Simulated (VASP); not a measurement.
# Al9H: single point with PBE

Slab: Al9H, a slab with vacuum.

```
Al H
1.0
     2.85432    0.00000    0.00000
    -1.42716    9.70333    0.00000
     0.00000    0.00000   21.79027
Al H
9 1
Direct
  0.53245 0.06490 0.18357
  0.67097 0.34194 0.22928
  0.29867 0.59735 0.23842
  0.92638 0.85275 0.24756
  0.06397 0.12774 0.29371
  0.19959 0.40427 0.34526
  0.82885 0.65971 0.35245
  0.45264 0.91113 0.36076
  0.59252 0.18146 0.40340
  0.96752 0.55646 0.38964
```

| Quantity | Value |
| --- | --- |
| Program | VASP 6.6.1 |
| Task | single point |
| Functional | PBE |
| Potentials or basis | VASP PAW PBE potentials, release 64 (Al, H) |
| Cutoff | 520 eV |
| k mesh | 9 × 3 × 1 |
| Occupations | gaussian, width 0.1 eV |
| Spin | no spin polarisation |
| Dipole correction | yes |
| Further INCAR settings | ALGO = Normal; EDIFF = 1e-07; NBANDS = 25 |

```
Largest force          : 4.779 eV/Å
Band gap on the k mesh : zero (band 14 reaches -0.78 eV, above the bottom of band 15 at -1.40 eV)
```

Forces in eV/Å, atoms in the order of the input:
```
Al   0.012  0.160  0.087
Al   0.024 -0.073  0.022
Al   0.065 -0.040  0.256
Al   0.020  0.012 -0.229
Al  -0.021 -0.014 -0.024
Al  -0.168 -0.604 -0.246
Al  -1.480  3.612 -2.757
Al   0.014 -0.159  0.048
Al   0.009  0.117 -0.072
H    1.525 -3.011  2.913
```

Levels at points of the mesh, in eV from the Fermi level:
| k point | band 11 | band 12 | band 13 | band 14 | band 15 | band 16 | band 17 | band 18 |
| --- | --- | --- | --- | --- | --- | --- | --- | --- |
| (0.00, 0.00, 0.00) | -2.28 | -1.71 | -1.67 | -1.23 | 0.61 | 1.60 | 1.84 | 2.09 |

Run time: 8.2 min on 1 thread of Intel(R) Xeon(R) Platinum 8488C (Sapphire Rapids), with other jobs on the host, peak memory 0.68 GiB.
